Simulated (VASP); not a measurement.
# Pt (Im-3m) in VASP: further runs

Pt is run at these levels: PBEsol; tasks: single point.

All numbers are computed with VASP 6.6.1; they aren't measurements. Logs are shortened: lines on timing, memory, paths and dates and some standing lists are left out, and cuts for length are marked.

## 1. The cell of the first run

The structure is cubic, space group Im-3m (No. 229). Conventional cell: a = 3.120 Å, b = 3.120 Å, c = 3.120 Å, α = 90.00°, β = 90.00°, γ = 90.00°. Within 3.6 Å of Pt (site symmetry m-3m) lie 14 Pt at 2.70 to 3.12 Å.

## 2. Single point, PBEsol

Input file INCAR:

```
PREC = Accurate
ENCUT = 500
EDIFF = 1E-6
ISMEAR = -1
SIGMA = 0.1
LREAL = F
LASPH = T
NELM = 120
ALGO = Normal
ISIF = 2
LWAVE = F
LCHARG = F
GGA = PS
NBANDS = 11
GGA_COMPAT = F
```

Input file KPOINTS:

```
Automatic mesh
0
Gamma
  7 7 7
```

Input file POSCAR:

```
Pt
1.0
   -1.5600307961      1.5600307961      1.5600307961
    1.5600307961     -1.5600307961      1.5600307961
    1.5600307961      1.5600307961     -1.5600307961
Pt
1
Direct
    0.0000000000      0.0000000000      0.0000000000
```

Potentials or basis: VASP PAW PBE potentials, release 64 (Pt).

Launch:

```
cat potpaw_PBE.64/Pt/POTCAR > POTCAR
mpirun -np 1 vasp_std > vasp.out
```

OUTCAR:

```text
PREC = Accurate
   ENCUT = 500
   EDIFF = 1E-6
   ISMEAR = -1
   LREAL = F
   LASPH = T
   NELM = 120
   ISIF = 2
   GGA = PS

 ion  position               nearest neighbor table
   1  0.000  0.000  0.000-

  LATTYP: Found a body centered cubic cell.
 ALAT       =     3.1200615922

  Lattice vectors:

 A1 = (  -1.5600307961,   1.5600307961,   1.5600307961)
 A2 = (   1.5600307961,  -1.5600307961,   1.5600307961)
 A3 = (   1.5600307961,   1.5600307961,  -1.5600307961)

Analysis of symmetry for initial positions (statically):
=====================================================================
 Subroutine PRICEL returns:
 Original cell was already a primitive cell.

 Routine SETGRP: Setting up the symmetry group for a
 body centered cubic supercell.

 Subroutine GETGRP returns: Found 48 space group operations
 (whereof 48 operations were pure point group operations)
 out of a pool of 48 trial point group operations.

The static configuration has the point symmetry O_h .

Analysis of symmetry for dynamics (positions and initial velocities):
=====================================================================
 Subroutine PRICEL returns:
 Original cell was already a primitive cell.

 Routine SETGRP: Setting up the symmetry group for a
 body centered cubic supercell.

 Subroutine GETGRP returns: Found 48 space group operations
 (whereof 48 operations were pure point group operations)
 out of a pool of 48 trial point group operations.

The dynamic configuration has the point symmetry O_h .

 Subroutine INISYM returns: Found 48 space group operations
 (whereof 48 operations are pure point group operations),
 and found     1 'primitive' translations

----------------------------------------------------------------------------------------

                                     Primitive cell

  volume of cell :      15.1866

  direct lattice vectors                    reciprocal lattice vectors
    -1.560030796  1.560030796  1.560030796     0.000000000  0.320506493  0.320506493
     1.560030796 -1.560030796  1.560030796     0.320506493  0.000000000  0.320506493
     1.560030796  1.560030796 -1.560030796     0.320506493  0.320506493  0.000000000

  length of vectors
     2.702052600  2.702052600  2.702052600     0.453264630  0.453264630  0.453264630

  position of ions in fractional coordinates (direct lattice)
     0.000000000  0.000000000  0.000000000

  ion indices of the primitive-cell ions
   primitive index   ion index
                 1           1

----------------------------------------------------------------------------------------

 KPOINTS: Automatic mesh

Automatic generation of k-mesh.
 Grid dimensions read from file:
 generate k-points for:    7    7    7

 Generating k-lattice:

  Cartesian coordinates                     Fractional coordinates (reciprocal lattice)
     0.000000000  0.045786642  0.045786642     0.142857143  0.000000000  0.000000000
     0.045786642  0.000000000  0.045786642     0.000000000  0.142857143  0.000000000
     0.045786642  0.045786642  0.000000000     0.000000000  0.000000000  0.142857143

  Length of vectors
     0.064752090  0.064752090  0.064752090

  Shift w.r.t. Gamma in fractional coordinates (k-lattice)
     0.000000000  0.000000000  0.000000000

 Subroutine IBZKPT returns following result:
 ===========================================

 Found     20 irreducible k-points:

 Following reciprocal coordinates:
            Coordinates               Weight
  0.000000  0.000000  0.000000      1.000000
  0.142857  0.000000  0.000000     12.000000
  0.285714  0.000000  0.000000     12.000000
  0.428571  0.000000  0.000000     12.000000
  0.142857  0.142857  0.000000     24.000000
  0.285714  0.142857  0.000000     48.000000
[... 12 lines left out ...]
 -0.428571 -0.428571  0.285714      8.000000
 -0.428571  0.428571  0.428571      6.000000
   k-points           NKPTS =     20   k-points in BZ     NKDIM =     20   number of bands    NBANDS=     11
   number of dos      NEDOS =    301   number of ions     NIONS =      1
   total plane-waves  NPLWV =   8000
   dimension x,y,z NGX =    20 NGY =   20 NGZ =   20
   dimension x,y,z NGXF=    40 NGYF=   40 NGZF=   40
   ions per type =               1
   NGX,Y,Z   is equivalent  to a cutoff of  12.31, 12.31, 12.31 a.u.
   NGXF,Y,Z  is equivalent  to a cutoff of  24.61, 24.61, 24.61 a.u.
 SYSTEM =  unknown system
   PREC   = accura    normal or accurate (medium, high low for compatibility)
   ISTART =      0    job   : 0-new  1-cont  2-samecut
   ICHARG =      2    charge: 1-file 2-atom 10-const
   ISPIN  =      1    spin polarized calculation?
   LNONCOLLINEAR =      F non collinear calculations
   LSORBIT =      F    spin-orbit coupling
   LASPH  =      T    aspherical Exc in radial PAW
   ENCUT  =  500.0 eV  36.75 Ry    6.06 a.u.   4.93  4.93  4.93*2*pi/ulx,y,z
   NELM   =    120;   NELMIN=  2; NELMDL= -5     # of ELM steps
   EDIFF  = 0.1E-05   stopping-criterion for ELM
   LREAL  =      F    real-space projection
   EDIFFG = 0.1E-04   stopping-criterion for IOM
   NSW    =      0    number of steps for IOM
   IBRION =     -1    ionic relax: 0-MD 1-quasi-New 2-CG
   NFREE  =      0    steps in history (QN), initial steepest desc. (CG)
   ISIF   =      2    stress and relaxation
   ISYM   =      2    0-nonsym 1-usesym 2-fastsym
   POTIM  = 0.5000    time-step for ionic-motion
   TEBEG  =    0.0;   TEEND  =   0.0 temperature during run
   PSTRESS=    0.0 pullay stress
   NELECT =      10.0000    total number of electrons
   NUPDOWN=      -1.0000    fix difference up-down
   EMIN   =  10.00;   EMAX   =-10.00  energy-range for DOS
   EFERMI =   0.00;   METHOD = LEGACY
   ISMEAR =    -1;   SIGMA  =   0.10  broadening in eV -4-tet -1-fermi 0-gaus
   EFERMI_NEDOS =   21; number of points for ismear=-14 and -15
   IALGO  =     38    algorithm
   IMIX   =      4    mixing-type and parameters
     AMIX     =   0.40;   BMIX     =  1.00
     AMIX_MAG =   1.60;   BMIX_MAG =  1.00
  volume/ion in A,a.u.               =      15.19       102.48
  Fermi-wavevector in a.u.,A,eV,Ry     =   1.424257  2.691455 27.599523  2.028508
  Thomas-Fermi vector in A             =   2.544767
   LORBIT       =      0    0 simple, 1 ext, 2 COOP (PROOUT), +10 PAW based schemes
   GGA     = PS    functional components
   LHFCALC =     F    Hartree Fock is set to
   AEXX    =    0.0000 exact exchange contribution
   IVDW    =     0    specifies the selected vdW correction
   LEPSILON=     F    determine dielectric tensor
   LRPA    =     F    only Hartree local field effects (RPA)
 non-spin polarized calculation
  energy-cutoff  :      500.00
  volume of cell :       15.19
 maximum number of plane-waves:       394
   NGX =  9   NGY =  9   NGZ =  9

 number of electron      10.0000000 magnetization

 number of electron       9.9999997 magnetization

 Free energy of the ion-electron system (eV)
  ---------------------------------------------------
  ext. energy  EPLUGINS =         0.00000000
  ---------------------------------------------------
  free energy    TOTEN  =        -6.90097008 eV

  energy without entropy =       -6.87442858  energy(sigma->0) =       -6.88769933

 E-fermi :  10.7920     XC(G=0): -13.5828

 val. band max:       10.7021732317   @ k =  -0.4286  -0.4286   0.2857
 cond. band min:      10.9003422307   @ k =  -0.4286  -0.4286   0.1429
 fundamental gap:      0.1981689990
 Fermi energy:        10.7920329057

 k-point     1 :       0.0000    0.0000    0.0000
  band No.  band energies     occupation
      1       0.7578      2.00000
      2       7.0104      2.00000
      3       7.0105      2.00000
      4       7.0105      2.00000
      5       9.6843      1.99997
      6       9.6843      1.99997
      7      27.8119      0.00000
      8      27.8119      0.00000
      9      27.8119      0.00000
     10      38.3275      0.00000
     11      38.3275      0.00000

 k-point     2 :       0.1429    0.0000    0.0000
  band No.  band energies     occupation
      1       1.5877      2.00000
      2       6.6875      2.00000
      3       6.9876      2.00000
      4       7.7013      2.00000
      5       9.3410      2.00000
      6       9.7123      1.99996
      7      27.9902      0.00000
      8      28.1359      0.00000
      9      29.0637      0.00000
     10      34.1059      0.00000
     11      34.3127      0.00000

 k-point     3 :       0.2857    0.0000    0.0000
  band No.  band energies     occupation
      1       3.3183      2.00000
      2       6.0302      2.00000
      3       7.2533      2.00000
      4       9.2736      2.00000
      5       9.5355      1.99999
      6       9.8375      1.99986
      7      24.1193      0.00000
      8      26.2286      0.00000
      9      31.5924      0.00000
     10      32.2758      0.00000
     11      34.1290      0.00000

 k-point     4 :       0.4286    0.0000    0.0000
  band No.  band energies     occupation
      1       3.7666      2.00000
      2       5.5575      2.00000
      3       9.3077      2.00000
      4      10.0083      1.99921
      5      10.0638      1.99863
      6      11.5011      0.00166
      7      18.5488      0.00000
      8      24.2620      0.00000
      9      27.5067      0.00000
     10      35.1109      0.00000
     11      35.7215      0.00000
[... 183 lines left out ...]
 k-point    18 :      -0.4286    0.4286    0.2857
  band No.  band energies     occupation
      1       5.0773      2.00000
      2       5.4797      2.00000
      3       8.3001      2.00000
      4       8.8138      2.00000
      5      11.1074      0.08186
      6      14.3447      0.00000
      7      19.8546      0.00000
      8      22.7708      0.00000
      9      27.2561      0.00000
     10      30.2105      0.00000
     11      33.9105      0.00000

 k-point    19 :      -0.4286   -0.4286    0.2857
  band No.  band energies     occupation
      1       4.9635      2.00000
      2       4.9635      2.00000
      3       8.3409      2.00000
      4      10.7022      1.42134
      5      10.7022      1.42132
      6      17.7031      0.00000
      7      18.7767      0.00000
      8      18.7767      0.00000
      9      29.3547      0.00000
     10      30.2920      0.00000
     11      30.2921      0.00000

 k-point    20 :      -0.4286    0.4286    0.4286
  band No.  band energies     occupation
      1       4.4626      2.00000
      2       4.5364      2.00000
      3      10.5819      1.78207
      4      10.5819      1.78205
      5      11.0228      0.18092
      6      16.4379      0.00000
      7      19.6533      0.00000
      8      19.6533      0.00000
      9      25.5659      0.00000
     10      30.1583      0.00000
     11      30.5802      0.00000

------------------------ aborting loop because EDIFF is reached ----------------------------------------

  FORCE on cell =-STRESS in cart. coord.  units (eV):
  Direction    XX          YY          ZZ          XY          YZ          ZX
  --------------------------------------------------------------------------------------
  -------------------------------------------------------------------------------------
  Total       -0.0714916     -0.0714916     -0.0714916     -0.0000000      0.0000000     -0.0000000
  in kB       -7.5423377     -7.5423377     -7.5423377     -0.0000000      0.0000000     -0.0000000
  external PRESSURE =      -7.5423377 kB  Pullay stress =       0.0000000 kB

 VOLUME and BASIS-vectors are now :
 -----------------------------------------------------------------------------
  energy-cutoff  :      500.00
  volume of cell :       15.19
      direct lattice vectors                 reciprocal lattice vectors
    -1.560030796  1.560030796  1.560030796     0.000000000  0.320506493  0.320506493
     1.560030796 -1.560030796  1.560030796     0.320506493  0.000000000  0.320506493
     1.560030796  1.560030796 -1.560030796     0.320506493  0.320506493  0.000000000

 POSITION                                       TOTAL-FORCE (eV/Angst)
 -----------------------------------------------------------------------------------
      0.00000      0.00000      0.00000         0.000000     -0.000000     -0.000000
 -----------------------------------------------------------------------------------
    total drift:                                0.000000     -0.000000      0.000000

  FREE ENERGIE OF THE ION-ELECTRON SYSTEM (eV)
  ---------------------------------------------------
  free  energy   TOTEN  =        -6.9009700762 eV

  energy  without entropy=       -6.8744285762  energy(sigma->0) =       -6.88769933
```

Wall time 1.8 s (1 thread of Intel Xeon 6975P-C (Granite Rapids), shared host); peak memory 0.12 GiB.

What came out:

```
Free energy            : -6.9010 eV
Pressure               : -0.8 GPa
Band gap on the k mesh : zero (band 5 reaches 11.38 eV, above the bottom of band 6 at 9.68 eV)
```

Caveat: the k points lie up to 0.41 Å⁻¹ apart; the PAW data sets were made with another functional, which shifts forces and pressure a little; spin-orbit coupling is left out, which moves the levels of the heavy elements.

## 3. Single point, PBEsol

Input file INCAR:

```
SYSTEM = Pt
  PREC = Accurate
  ENCUT = 500
  EDIFF = 1E-6
  ISMEAR = -1
  SIGMA = 0.1
  LREAL = .FALSE.
  LASPH = .TRUE.
  NELM = 120
  ALGO = Normal
  ISIF = 2
  LWAVE = .FALSE.
  LCHARG = .FALSE.
  GGA = PS
  NBANDS = 11
  GGA_COMPAT = .FALSE.
```

Input file KPOINTS:

```
Automatic mesh
0
G
  7 7 7
  0 0 0
```

Input file POSCAR:

```
Pt
1.0
   -1.5599959435      1.5599959435      1.5599959435
    1.5599959435     -1.5599959435      1.5599959435
    1.5599959435      1.5599959435     -1.5599959435
Pt
1
Direct
    0.0000000000      0.0000000000      0.0000000000
```

Potentials or basis: VASP PAW PBE potentials, release 64 (Pt).

Launch:

```
cat potpaw_PBE.64/Pt/POTCAR > POTCAR
mpirun -np 1 vasp_std > vasp.out
```

Wall time 1.8 s (1 thread of Intel Xeon 6975P-C (Granite Rapids), shared host); peak memory 0.12 GiB.

The run converged. Its results:

```
Free energy            : -6.9010 eV
Pressure               : -0.7 GPa
Band gap on the k mesh : zero (band 5 reaches 11.38 eV, above the bottom of band 6 at 9.69 eV)
```

Levels at points of the mesh, in eV from the Fermi level:
```tsv
k point	band 1	band 2	band 3	band 4	band 5	band 6	band 7	band 8	band 9	band 10
(0.00, 0.00, 0.00)	-10.03	-3.78	-3.78	-3.78	-1.11	-1.11	17.02	17.02	17.02	27.54
```

Caveat: the k points lie up to 0.41 Å⁻¹ apart; the PAW data sets were made with another functional, which shifts forces and pressure a little; spin-orbit coupling is left out, which moves the levels of the heavy elements.
